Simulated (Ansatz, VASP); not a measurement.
# BaF2 in VASP and in Ansatz

File INCAR:

```
SYSTEM = BaF2
PREC     = Accurate       ! precision mode
ENCUT    = 600            ! plane-wave cutoff, eV
EDIFF    = 1E-6           ! SCF threshold, eV
ISMEAR   = 0              ! smearing method
SIGMA    = 0.01           ! smearing width, eV
LREAL    = .False.        ! projectors in reciprocal space
LASPH    = .True.         ! aspherical terms in the spheres
NELM     = 120            ! most SCF steps
ALGO     = Normal         ! electronic algorithm
ISIF     = 2              ! what is computed and relaxed
LWAVE    = .False.        ! write WAVECAR
LCHARG   = .True.         ! write CHGCAR
GGA      = PE             ! functional
LELF     = .True.         ! ELF
LVHAR    = .True.       
NBANDS   = 19             ! bands
GGA_COMPAT= .False.
```

File KPOINTS:

```
Automatic mesh
0
Gamma
  6 6 6
  0 0 0
```

Contents of POSCAR:

```
BaF2
1.0
    0.0000000000      3.0971612412      3.0971612412
    3.0971612412      0.0000000000      3.0971612412
    3.0971612412      3.0971612412      0.0000000000
Ba F
1 2
Direct
    0.0000000000      0.0000000000      0.0000000000
    0.2500000000      0.2500000000      0.2500000000
    0.7500000000      0.7500000000      0.7500000000
```

Input for Ansatz:

```yaml
crystal:
  lattice:
    - [0.0, 3.0971612412, 3.0971612412]
    - [3.0971612412, 0.0, 3.0971612412]
    - [3.0971612412, 3.0971612412, 0.0]
  atoms:
    - { symbol: Ba, position: [0.0, 0.0, 0.0] }
    - { symbol: F, position: [0.25, 0.25, 0.25] }
    - { symbol: F, position: [0.75, 0.75, 0.75] }
kpoints:
  mp_grid: { grid: [6, 6, 6] }
hamiltonian:
  xc: pbe
scf:
  occupations: { method: fixed }
  n_extra_bands: 4
output:
  forces: true
  stress: true
  eigenvalues: true
  write_density: true
  write_potential: true
  elf: true
  volumetric_format: npy
```

Alike in both runs: task single point; functional PBE; k mesh 6 × 6 × 6; no spin polarisation.

|  | VASP | Ansatz |
| --- | --- | --- |
| version | VASP 6.6.1 | Ansatz 0.2.0 |
| potentials or method | VASP PAW PBE potentials, release 64 (Ba_sv, F) | plane waves, PAW |
| plane-wave cutoff (eV) | 600 | 420 |
| occupations | gaussian, width 0.01 eV | fixed |
| valence electrons in the cell | 24 | 24 |

|  | VASP | Ansatz | Ansatz less VASP |
| --- | --- | --- | --- |
| gap on the k mesh at the Fermi level (eV) | 6.79 | 6.86 | +0.074 |
| pressure (GPa) | 2.5 | 1.4 | -1.02 |

Spin-orbit coupling is off throughout.
